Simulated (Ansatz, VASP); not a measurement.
## C: VASP beside Ansatz

```xyz
12
Lattice="4.1914 0.0000 0.0000 -2.0957 3.6299 0.0000 0.0000 0.0000 3.7967" Properties=species:S:1:pos:R:3 pbc="T T T"
C     0.9149    1.0777    2.4656
C     2.8007    0.2535    1.2000
C     2.5715    2.2987    3.7312
C     1.1808    2.5522    0.5673
C    -0.7050    3.3764    3.0984
C    -0.4758    1.3312    1.8328
C    -1.1808    2.5522    1.3311
C     0.4758    1.3312    0.0655
C     0.7050    3.3764    2.5967
C     3.2765    1.0777    3.2295
C     1.6199    2.2987    1.9639
C     1.3907    0.2535    0.6983
```

Alike in both runs: task relaxation of cell and atoms; functional PBE; k mesh 6 × 6 × 4; occupations gaussian, width 0.1 eV; no spin polarisation.

|  | VASP | Ansatz |
| --- | --- | --- |
| version | VASP 6.6.1 | Ansatz 0.2.0 |
| potentials or method | VASP PAW PBE potentials, release 64 (C), cutoff 600 eV | scalar-relativistic, plane waves, PAW |
| valence electrons in the cell | 48 | 48 |

Ansatz gave:

- gap on the k mesh at the Fermi level, each at its own relaxed structure (eV): 1.59
- relaxed volume (Å³/atom): 5.92
- relaxed cell length with the largest relative difference (Å): 4.450

**Question.** What did VASP give for the same quantities?

**Answer.** gap on the k mesh at the Fermi level, each at its own relaxed structure (eV): 1.57; relaxed volume (Å³/atom): 5.93; relaxed cell length with the largest relative difference (Å): 4.453.

Noted on VASP's run: the volume moved by over 15 % at a fixed basis, so the end points are rough.
